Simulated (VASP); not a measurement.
Set up this calculation in VASP 6.6.1, as the native input.

| Quantity | Value |
| --- | --- |
| Task | single point |
| Functional | LDA |
| Potentials or basis | VASP PAW LDA potentials, release 64 (Sr_sv) |
| Cutoff | 520 eV |
| k mesh | 15 × 15 × 8 |
| Occupations | gaussian, width 0.15 eV |
| Spin | no spin polarisation |
| Dipole correction | no |
| Further INCAR settings | ALGO = Normal; EDIFF = 1e-07; NBANDS = 17 |

The structure of Sr lies in POSCAR:

```
Sr
1.0
    4.3100002207      0.0000000000      0.0000000000
   -2.1550001104      3.7325696814      0.0000000000
    0.0000000000      0.0000000000      7.0500000000
Sr
2
Direct
    0.3333333333      0.6666666667      0.2500000000
    0.6666666667      0.3333333333      0.7500000000
```

The input as run:

INCAR

```
SYSTEM = Sr
PREC = Accurate ; ENCUT = 520
EDIFF = 1E-7 ; ISMEAR = 0
SIGMA = 0.15 ; LREAL = .FALSE.
LASPH = .TRUE. ; NELM = 100
ALGO = Normal ; ISIF = 2
LWAVE = .FALSE. ; LCHARG = .FALSE.
NBANDS = 17
```

KPOINTS

```
regular mesh
0
G
  15 15 8
  0 0 0
```

Potentials or basis: VASP PAW LDA potentials, release 64 (Sr_sv).

Run with:

```sh
$ cat potpaw_LDA.64/Sr_sv/POTCAR > POTCAR
$ mpirun -np 1 vasp_std > vasp.out
```

It gave:

The pressure is -1.6 GPa and the band gap on the k mesh is zero (band 10 reaches 1.46 eV, above the bottom of band 11 at 1.24 eV).

It took 2.1 min on 1 thread of AMD EPYC 9R14 (Zen 4), on a shared host, peak memory 0.31 GiB.
